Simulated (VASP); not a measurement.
# ZnBi3 (Pm-3m) in VASP: further runs

Aim: see how the results for ZnBi3 move with the level of theory and the settings. Levels: r2SCAN, PBE. Tasks: single point.

All numbers are computed with VASP 6.6.1; they aren't measurements. Logs are shortened: lines on timing, memory, paths and dates and some standing lists are left out, and cuts for length are marked.

**1. The cell of the first run**

Symmetry: Pm-3m, No. 221, cubic system. Conventional cell: a = 4.873 Å, b = 4.873 Å, c = 4.873 Å, α = 90.00°, β = 90.00°, γ = 90.00°. Bi (site symmetry 4/mmm) has 8 Bi at 3.45 Å and 4 Zn at 3.45 Å within 4.5 Å. Zn (site symmetry m-3m) has 12 Bi at 3.45 Å within 4.5 Å.

**2. Single point, r2SCAN**

The input, POSCAR:

```
ZnBi3
1.0
    4.8731640000      0.0000000000      0.0000000000
    0.0000000000      4.8731640000      0.0000000000
    0.0000000000      0.0000000000      4.8731640000
Bi Zn
3 1
Direct
    0.5000000000      0.5000000000      0.0000000000
    0.5000000000      0.0000000000      0.5000000000
    0.0000000000      0.5000000000      0.5000000000
    0.0000000000      0.0000000000      0.0000000000
```

The input, INCAR.step1:

```
SYSTEM = ZnBi3
PREC = Accurate
ENCUT = 520
ISMEAR = -1
SIGMA = 0.05
LREAL = .FALSE.
LASPH = .TRUE.
NELM = 100
NBANDS = 36
GGA = PE
ALGO = Normal
EDIFF = 1E-4
LWAVE = .TRUE.
LCHARG = .FALSE.
```

The input, INCAR.step2:

```
SYSTEM = ZnBi3
PREC = Accurate
ENCUT = 520
EDIFF = 1E-6
ISMEAR = -1
SIGMA = 0.05
LREAL = .FALSE.
LASPH = .TRUE.
NELM = 100
ALGO = Normal
ISIF = 2
LWAVE = .FALSE.
LCHARG = .FALSE.
METAGGA = R2SCAN
LMIXTAU = .TRUE.
NBANDS = 36
ISTART = 1
```

The input, KPOINTS:

```
regular mesh
0
G
  3 3 3
  0 0 0
```

Potentials or basis: VASP PAW PBE potentials, release 64 (Bi_d, Zn).

Run with:

```
> cat potpaw_PBE.64/Bi_d/POTCAR potpaw_PBE.64/Zn/POTCAR > POTCAR
> cp INCAR.step1 INCAR
> mpirun -np 1 vasp_std > vasp.out
> cp INCAR.step2 INCAR
> mpirun -np 1 vasp_std > vasp.out
```

OUTCAR:

```text
SYSTEM = ZnBi3
   PREC = Accurate
   ENCUT = 520
   EDIFF = 1E-6
   ISMEAR = -1
   LREAL = .FALSE.
   LASPH = .TRUE.
   NELM = 100
   ISIF = 2
   METAGGA = R2SCAN
   ISTART = 1

 ion  position               nearest neighbor table
   1  0.500  0.500  0.000-   2 3.45   3 3.45   4 3.45   2 3.45   3 3.45   2 3.45   4 3.45   2 3.45
                             3 3.45   4 3.45   3 3.45   4 3.45
   2  0.500  0.000  0.500-   1 3.45   3 3.45   4 3.45   1 3.45   4 3.45   1 3.45   3 3.45   1 3.45
                             3 3.45   4 3.45   4 3.45   3 3.45
   3  0.000  0.500  0.500-   1 3.45   2 3.45   4 3.45   1 3.45   4 3.45   2 3.45   4 3.45   4 3.45
                             1 3.45   2 3.45   1 3.45   2 3.45
   4  0.000  0.000  0.000-   1 3.45   2 3.45   3 3.45   2 3.45   3 3.45   1 3.45   3 3.45   3 3.45
                             1 3.45   2 3.45   2 3.45   1 3.45

  LATTYP: Found a simple cubic cell.
 ALAT       =     4.8731640000

  Lattice vectors:

 A1 = (   4.8731640000,   0.0000000000,   0.0000000000)
 A2 = (   0.0000000000,   4.8731640000,   0.0000000000)
 A3 = (   0.0000000000,   0.0000000000,   4.8731640000)

Analysis of symmetry for initial positions (statically):
=====================================================================
 Subroutine PRICEL returns:
 Original cell was already a primitive cell.

 Routine SETGRP: Setting up the symmetry group for a
 simple cubic supercell.

 Subroutine GETGRP returns: Found 48 space group operations
 (whereof 48 operations were pure point group operations)
 out of a pool of 48 trial point group operations.

The static configuration has the point symmetry O_h .

Analysis of symmetry for dynamics (positions and initial velocities):
=====================================================================
 Subroutine PRICEL returns:
 Original cell was already a primitive cell.

 Routine SETGRP: Setting up the symmetry group for a
 simple cubic supercell.

 Subroutine GETGRP returns: Found 48 space group operations
 (whereof 48 operations were pure point group operations)
 out of a pool of 48 trial point group operations.

The dynamic configuration has the point symmetry O_h .

 Subroutine INISYM returns: Found 48 space group operations
 (whereof 48 operations are pure point group operations),
 and found     1 'primitive' translations

----------------------------------------------------------------------------------------

                                     Primitive cell

  volume of cell :     115.7266

  direct lattice vectors                    reciprocal lattice vectors
     4.873164000  0.000000000  0.000000000     0.205205489  0.000000000  0.000000000
     0.000000000  4.873164000  0.000000000     0.000000000  0.205205489  0.000000000
     0.000000000  0.000000000  4.873164000     0.000000000  0.000000000  0.205205489

  length of vectors
     4.873164000  4.873164000  4.873164000     0.205205489  0.205205489  0.205205489

  position of ions in fractional coordinates (direct lattice)
     0.500000000  0.500000000  0.000000000
     0.500000000  0.000000000  0.500000000
     0.000000000  0.500000000  0.500000000
     0.000000000  0.000000000  0.000000000

  ion indices of the primitive-cell ions
   primitive index   ion index
                 1           1
                 2           2
                 3           3
                 4           4

----------------------------------------------------------------------------------------

 KPOINTS: regular mesh

Automatic generation of k-mesh.
 Grid dimensions read from file:
 generate k-points for:    3    3    3

 Generating k-lattice:

  Cartesian coordinates                     Fractional coordinates (reciprocal lattice)
     0.068401830  0.000000000  0.000000000     0.333333333  0.000000000  0.000000000
     0.000000000  0.068401830  0.000000000     0.000000000  0.333333333  0.000000000
     0.000000000  0.000000000  0.068401830     0.000000000  0.000000000  0.333333333

  Length of vectors
     0.068401830  0.068401830  0.068401830

  Shift w.r.t. Gamma in fractional coordinates (k-lattice)
     0.000000000  0.000000000  0.000000000

 Subroutine IBZKPT returns following result:
 ===========================================

 Found      4 irreducible k-points:

 Following reciprocal coordinates:
            Coordinates               Weight
  0.000000  0.000000  0.000000      1.000000
  0.333333  0.000000  0.000000      6.000000
  0.333333  0.333333  0.000000     12.000000
  0.333333  0.333333  0.333333      8.000000
   k-points           NKPTS =      4   k-points in BZ     NKDIM =      4   number of bands    NBANDS=     36
   number of dos      NEDOS =    301   number of ions     NIONS =      4
   total plane-waves  NPLWV =  46656
   dimension x,y,z NGX =    36 NGY =   36 NGZ =   36
   dimension x,y,z NGXF=    72 NGYF=   72 NGZF=   72
   ions per type =               3   1
   NGX,Y,Z   is equivalent  to a cutoff of  12.28, 12.28, 12.28 a.u.
   NGXF,Y,Z  is equivalent  to a cutoff of  24.56, 24.56, 24.56 a.u.
 SYSTEM =  ZnBi3
   PREC   = accura    normal or accurate (medium, high low for compatibility)
   ISTART =      1    job   : 0-new  1-cont  2-samecut
   ICHARG =      0    charge: 1-file 2-atom 10-const
   ISPIN  =      1    spin polarized calculation?
   LNONCOLLINEAR =      F non collinear calculations
   LSORBIT =      F    spin-orbit coupling
   LASPH  =      T    aspherical Exc in radial PAW
   ENCUT  =  520.0 eV  38.22 Ry    6.18 a.u.   9.06  9.06  9.06*2*pi/ulx,y,z
   NELM   =    100;   NELMIN=  2; NELMDL=  0     # of ELM steps
   EDIFF  = 0.1E-05   stopping-criterion for ELM
   LREAL  =      F    real-space projection
   EDIFFG = 0.1E-04   stopping-criterion for IOM
   NSW    =      0    number of steps for IOM
   IBRION =     -1    ionic relax: 0-MD 1-quasi-New 2-CG
   NFREE  =      0    steps in history (QN), initial steepest desc. (CG)
   ISIF   =      2    stress and relaxation
   ISYM   =      2    0-nonsym 1-usesym 2-fastsym
   POTIM  = 0.5000    time-step for ionic-motion
   TEBEG  =    0.0;   TEEND  =   0.0 temperature during run
   PSTRESS=    0.0 pullay stress
   NELECT =      57.0000    total number of electrons
   NUPDOWN=      -1.0000    fix difference up-down
   EMIN   =  10.00;   EMAX   =-10.00  energy-range for DOS
   EFERMI =   0.00;   METHOD = LEGACY
   ISMEAR =    -1;   SIGMA  =   0.05  broadening in eV -4-tet -1-fermi 0-gaus
   EFERMI_NEDOS =   21; number of points for ismear=-14 and -15
   IALGO  =     38    algorithm
   IMIX   =      4    mixing-type and parameters
     AMIX     =   0.40;   BMIX     =  1.00
     AMIX_MAG =   1.60;   BMIX_MAG =  1.00
  volume/ion in A,a.u.               =      28.93       195.24
  Fermi-wavevector in a.u.,A,eV,Ry     =   1.292872  2.443173 22.742372  1.671517
  Thomas-Fermi vector in A             =   2.424553
   LORBIT       =      0    0 simple, 1 ext, 2 COOP (PROOUT), +10 PAW based schemes
   METAGGA = R2SCAN    functional components
   LHFCALC =     F    Hartree Fock is set to
   AEXX    =    0.0000 exact exchange contribution
   IVDW    =     0    specifies the selected vdW correction
   LEPSILON=     F    determine dielectric tensor
   LRPA    =     F    only Hartree local field effects (RPA)
 non-spin polarized calculation
  energy-cutoff  :      520.00
  volume of cell :      115.73
 maximum number of plane-waves:      3129
   NGX = 19   NGY = 19   NGZ = 19

 number of electron      57.0000006 magnetization

 Free energy of the ion-electron system (eV)
  ---------------------------------------------------
  ext. energy  EPLUGINS =         0.00000000
  ---------------------------------------------------
  free energy    TOTEN  =      -182.95913017 eV

  energy without entropy =     -182.91567365  energy(sigma->0) =     -182.93740191

 E-fermi :   6.1148     XC(G=0): -10.9409

 val. band max:        6.0777476508   @ k =   0.3333   0.3333   0.0000
 cond. band min:       6.2056958723   @ k =   0.3333   0.0000   0.0000
 fundamental gap:      0.1279482215
 Fermi energy:         6.1147788153

 k-point     1 :       0.0000    0.0000    0.0000
  band No.  band energies     occupation
      1     -17.3790      2.00000
      2     -17.3790      2.00000
      3     -17.3790      2.00000
      4     -17.3579      2.00000
      5     -17.2500      2.00000
      6     -17.2500      2.00000
      7     -17.1848      2.00000
      8     -17.1848      2.00000
      9     -17.1780      2.00000
     10     -17.1780      2.00000
     11     -17.1780      2.00000
     12     -17.0912      2.00000
     13     -17.0908      2.00000
     14     -17.0908      2.00000
     15     -17.0908      2.00000
     16      -7.3317      2.00000
     17      -3.2557      2.00000
     18      -3.2557      2.00000
     19      -0.4972      2.00000
     20      -0.4972      2.00000
     21      -0.4972      2.00000
     22      -0.4455      2.00000
     23      -0.4455      2.00000
     24       2.3160      2.00000
     25       2.3160      2.00000
     26       2.3160      2.00000
     27       4.2605      2.00000
     28       7.3661      0.00000
     29       7.3661      0.00000
     30       7.3661      0.00000
     31       8.8553      0.00000
     32       8.8553      0.00000
     33       8.8553      0.00000
     34      12.0832      0.00000
     35      12.2234      0.00000
     36      12.2234      0.00000

 k-point     2 :       0.3333    0.0000    0.0000
  band No.  band energies     occupation
      1     -17.3735      2.00000
      2     -17.3203      2.00000
      3     -17.3109      2.00000
      4     -17.3109      2.00000
      5     -17.2467      2.00000
      6     -17.2183      2.00000
      7     -17.2156      2.00000
      8     -17.1842      2.00000
      9     -17.1842      2.00000
     10     -17.1842      2.00000
     11     -17.1835      2.00000
     12     -17.1592      2.00000
     13     -17.1592      2.00000
     14     -17.1229      2.00000
     15     -17.0908      2.00000
     16      -6.7306      2.00000
     17      -4.6275      2.00000
     18      -3.1572      2.00000
     19      -0.5349      2.00000
     20      -0.5349      2.00000
     21      -0.5093      2.00000
     22      -0.4971      2.00000
     23      -0.4687      2.00000
     24       2.6950      2.00000
     25       3.1263      2.00000
     26       3.1263      2.00000
     27       5.8101      1.99550
     28       5.8101      1.99550
     29       5.9875      1.85469
     30       6.2057      0.27927
     31       7.6402      0.00000
     32       8.8777      0.00000
     33       8.8777      0.00000
     34      11.3676      0.00000
     35      12.3212      0.00000
     36      12.3212      0.00000

 k-point     3 :       0.3333    0.3333    0.0000
  band No.  band energies     occupation
      1     -17.3199      2.00000
      2     -17.3180      2.00000
      3     -17.2941      2.00000
      4     -17.2748      2.00000
      5     -17.2643      2.00000
      6     -17.2207      2.00000
      7     -17.2101      2.00000
      8     -17.2071      2.00000
      9     -17.1909      2.00000
     10     -17.1883      2.00000
     11     -17.1748      2.00000
     12     -17.1691      2.00000
     13     -17.1610      2.00000
     14     -17.1480      2.00000
     15     -17.1239      2.00000
     16      -6.1407      2.00000
     17      -4.6019      2.00000
     18      -4.0499      2.00000
     19      -0.5304      2.00000
     20      -0.5290      2.00000
     21      -0.5245      2.00000
     22      -0.4797      2.00000
     23      -0.4634      2.00000
     24       1.4627      2.00000
     25       3.5847      2.00000
     26       3.9263      2.00000
     27       5.0019      2.00000
     28       5.5514      1.99997
     29       6.0777      1.35426
     30       6.9925      0.00000
     31       8.0149      0.00000
     32       8.4176      0.00000
     33       9.6647      0.00000
     34      10.1060      0.00000
     35      10.5542      0.00000
     36      13.7182      0.00000

 k-point     4 :       0.3333    0.3333    0.3333
  band No.  band energies     occupation
      1     -17.3289      2.00000
      2     -17.3034      2.00000
      3     -17.3034      2.00000
      4     -17.2664      2.00000
      5     -17.2664      2.00000
      6     -17.2420      2.00000
      7     -17.2401      2.00000
      8     -17.2313      2.00000
      9     -17.1914      2.00000
     10     -17.1914      2.00000
     11     -17.1624      2.00000
     12     -17.1624      2.00000
     13     -17.1385      2.00000
     14     -17.1385      2.00000
     15     -17.0975      2.00000
     16      -5.6079      2.00000
     17      -4.4222      2.00000
     18      -4.4222      2.00000
     19      -0.5168      2.00000
     20      -0.5057      2.00000
     21      -0.5057      2.00000
     22      -0.4581      2.00000
     23      -0.4581      2.00000
     24       1.1486      2.00000
     25       2.4707      2.00000
     26       2.7345      2.00000
     27       2.7345      2.00000
     28       5.5980      1.99994
     29       7.8501      0.00000
     30       7.8501      0.00000
     31       9.6528      0.00000
     32      10.1993      0.00000
     33      10.1993      0.00000
     34      10.7747      0.00000
     35      13.2532      0.00000
     36      13.2532      0.00000

------------------------ aborting loop because EDIFF is reached ----------------------------------------

  FORCE on cell =-STRESS in cart. coord.  units (eV):
  Direction    XX          YY          ZZ          XY          YZ          ZX
  --------------------------------------------------------------------------------------
  -------------------------------------------------------------------------------------
  Total       -0.2866515     -0.2866515     -0.2866515     -0.0000000      0.0000000      0.0000000
  in kB       -3.9685484     -3.9685484     -3.9685484     -0.0000000      0.0000000      0.0000000
  external PRESSURE =      -3.9685484 kB  Pullay stress =       0.0000000 kB

 VOLUME and BASIS-vectors are now :
 -----------------------------------------------------------------------------
  energy-cutoff  :      520.00
  volume of cell :      115.73
      direct lattice vectors                 reciprocal lattice vectors
     4.873164000  0.000000000  0.000000000     0.205205489  0.000000000  0.000000000
     0.000000000  4.873164000  0.000000000     0.000000000  0.205205489  0.000000000
     0.000000000  0.000000000  4.873164000     0.000000000  0.000000000  0.205205489

 POSITION                                       TOTAL-FORCE (eV/Angst)
 -----------------------------------------------------------------------------------
      2.43658      2.43658      0.00000         0.000000      0.000000      0.000000
      2.43658      0.00000      2.43658         0.000000      0.000000      0.000000
      0.00000      2.43658      2.43658         0.000000      0.000000      0.000000
      0.00000      0.00000      0.00000         0.000000      0.000000      0.000000
 -----------------------------------------------------------------------------------
    total drift:                                0.000000      0.000000      0.000000

  FREE ENERGIE OF THE ION-ELECTRON SYSTEM (eV)
  ---------------------------------------------------
  free  energy   TOTEN  =      -182.9591301678 eV

  energy  without entropy=     -182.9156736510  energy(sigma->0) =     -182.93740191
```

Run time: 2 min. Hardware: 1 thread of Intel Xeon 6975P-C, shared host; peak memory 0.22 GiB.

Results:

- Free energy: -182.9591 eV
- Pressure: -0.4 GPa

Caveat: the k points lie up to 0.43 Å⁻¹ apart; the PAW data sets were made with another functional, which shifts forces and pressure a little; spin-orbit coupling is left out, which moves the levels of the heavy elements.

**3. Single point, PBE**

The input, INCAR:

```
SYSTEM = ZnBi3
PREC     = Accurate       ! precision mode
ENCUT    = 500            ! plane-wave cutoff, eV
EDIFF    = 1E-6           ! SCF threshold, eV
ISMEAR   = -1             ! smearing method
SIGMA    = 0.05           ! smearing width, eV
LREAL    = .FALSE.        ! projectors in reciprocal space
LASPH    = .TRUE.         ! aspherical terms in the spheres
NELM     = 120            ! most SCF steps
ALGO     = Normal         ! electronic algorithm
ISIF     = 2              ! what is computed and relaxed
LWAVE    = .FALSE.        ! write WAVECAR
LCHARG   = .TRUE.         ! write CHGCAR
GGA      = PE             ! functional
LELF     = .TRUE.         ! ELF
LVHAR    = .TRUE.       
NBANDS   = 36             ! bands
GGA_COMPAT= .FALSE.
```

KPOINTS is that of step 2.

POSCAR is that of step 2.

Potentials or basis: VASP PAW PBE potentials, release 64 (Bi_d, Zn).

Run with:

```
> cat potpaw_PBE.64/Bi_d/POTCAR potpaw_PBE.64/Zn/POTCAR > POTCAR
> mpirun -np 1 vasp_std > vasp.out
```

Run time: 35 s. Hardware: 1 thread of Intel Xeon 8259CL, shared host; peak memory 0.2 GiB.

Results (log left out):

```yaml
Free_energy: -11.8736 eV
Pressure: 0.4 GPa
```

Levels at points of the mesh, in eV from the Fermi level:
| k point | band 26 | band 27 | band 28 | band 29 | band 30 | band 31 |
| --- | --- | --- | --- | --- | --- | --- |
| (0.00, 0.00, 0.00) | -3.59 | -1.94 | 1.21 | 1.21 | 1.21 | 2.58 |

Caveat: the k points lie up to 0.43 Å⁻¹ apart; spin-orbit coupling is left out, which moves the levels of the heavy elements.
